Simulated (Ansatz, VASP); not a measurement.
# Ge in VASP and in Ansatz

The input INCAR:

```
ALGO = Normal
EDIFF = 1E-7
ENCUT = 520
GGA = PS
ISIF = 2
ISMEAR = -1
LASPH = True
LCHARG = True
LELF = True
LREAL = False
LVHAR = True
LWAVE = False
NBANDS = 13
NELM = 60
PREC = Accurate
SIGMA = 0.1
```

File KPOINTS:

```
k-points
0
Gamma
  15 15 15
```

POSCAR

```
Ge
1.0
    2.5547908195      0.0000000000      0.0000000000
    0.0000000000      2.5547908195      0.0000000000
    0.0000000000      0.0000000000      2.5547908195
Ge
1
Direct
    0.0000000000      0.0000000000      0.0000000000
```

Input for Ansatz:

```yaml
crystal:
  lattice:
    - [2.5547908195, 0.0, 0.0]
    - [0.0, 2.5547908195, 0.0]
    - [0.0, 0.0, 2.5547908195]
  atoms:
    - { symbol: Ge, position: [0.0, 0.0, 0.0] }
kpoints:
  mp_grid: { grid: [15, 15, 15] }
scf:
  occupations: { method: fermi_dirac, width: 0.1 }
hamiltonian:
  xc: pbesol
  pseudopotentials: { kind: paw }
output:
  forces: true
  stress: true
  eigenvalues: true
  populations: true
```

Change from the starting cell: volume scaled by 0.88, PAW files.

Alike in both runs: task single point; functional PBEsol; k mesh 15 × 15 × 15; occupations fermi-dirac, width 0.1 eV; no spin polarisation.

```csv
,VASP,Ansatz
version,VASP 6.6.1,Ansatz 0.2.0
potentials or method,"VASP PAW PBE potentials, release 64 (Ge_d)","PAW with Ansatz's default frozen-core files, scalar-relativistic"
plane-wave cutoff (eV),520,420
valence electrons in the cell,14,14
```

```tsv
	VASP	Ansatz	Ansatz less VASP
pressure (GPa)	13.4	13.4	-0.06
```

VASP's potentials were made for PBE, not for PBEsol. The functional is the same, so the differences come from potentials, cutoffs and numerics.
